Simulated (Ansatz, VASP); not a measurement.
**Two plane-wave programs on Pd**

Contents of POSCAR:

```
Pd
1.0
   -1.5762946951      1.5762946951      1.5762946951
    1.5762946951     -1.5762946951      1.5762946951
    1.5762946951      1.5762946951     -1.5762946951
Pd
1
Direct
    0.0000000000      0.0000000000      0.0000000000
```

File INCAR.step1:

```
SYSTEM = Pd
PREC     = Accurate       ! precision mode
ENCUT    = 520            ! plane-wave cutoff, eV
ISMEAR   = -1             ! smearing method
SIGMA    = 0.1            ! smearing width, eV
LREAL    = .FALSE.        ! projectors in reciprocal space
LASPH    = .TRUE.         ! aspherical terms in the spheres
NELM     = 80             ! most SCF steps
NBANDS   = 11             ! bands
GGA      = PE             ! functional
ALGO     = Normal         ! electronic algorithm
EDIFF    = 1E-4           ! SCF threshold, eV
LWAVE    = .TRUE.         ! write WAVECAR
LCHARG   = .FALSE.        ! write CHGCAR
```

INCAR.step2

```
SYSTEM = Pd
PREC     = Accurate       ! precision mode
ENCUT    = 520            ! plane-wave cutoff, eV
EDIFF    = 1E-6           ! SCF threshold, eV
ISMEAR   = -1             ! smearing method
SIGMA    = 0.1            ! smearing width, eV
LREAL    = .FALSE.        ! projectors in reciprocal space
LASPH    = .TRUE.         ! aspherical terms in the spheres
NELM     = 80             ! most SCF steps
ALGO     = Normal         ! electronic algorithm
ISIF     = 2              ! what is computed and relaxed
LWAVE    = .FALSE.        ! write WAVECAR
LCHARG   = .FALSE.        ! write CHGCAR
METAGGA  = R2SCAN         ! meta-GGA
LMIXTAU  = .TRUE.       
NBANDS   = 11             ! bands
ISTART   = 1
```

File KPOINTS:

```
regular mesh
0
G
  16 16 16
  0 0 0
```

Input for Ansatz:

```yaml
crystal:
  lattice:
    - [-1.5762946951, 1.5762946951, 1.5762946951]
    - [1.5762946951, -1.5762946951, 1.5762946951]
    - [1.5762946951, 1.5762946951, -1.5762946951]
  atoms:
    - { symbol: Pd, position: [0.0, 0.0, 0.0] }
hamiltonian:
  xc: r2scan
  pseudopotentials:
    kind: paw
    azcp:
      Pd: "pseudopotentials/Pd.paw.azcp"
basis:
  ecutwfc: 500
  fft_grid_basis: typed
kpoints:
  mp_grid: { grid: [16, 16, 16], shift: [0, 0, 0] }
magnetization:
  spin_polarized: false
scf:
  occupations: { method: fermi_dirac, width: 0.1 }
  lower_state_search: "off"
output:
  stress: true
```

Alike in both runs: task single point; functional r2SCAN; k mesh 16 × 16 × 16; occupations fermi-dirac, width 0.1 eV; no spin polarisation.

```csv
,VASP,Ansatz
version,VASP 6.6.1,Ansatz 0.2.0
potentials or method,"VASP PAW PBE potentials, release 64 (Pd), cutoff 520 eV","plane waves (500 eV) with PAW, scalar-relativistic"
valence electrons in the cell,10,18
```

VASP gave:

| Quantity | Value |
| --- | --- |
| pressure (GPa) | -5.9 |

Task: Which values does Ansatz return?

Result: Pressure (GPa): -6.3.

VASP's potentials were made for PBE, not for r2SCAN. VASP's potentials hold 10 valence electrons a cell and Ansatz's 18, so a difference there can come from the potentials and not from the codes.
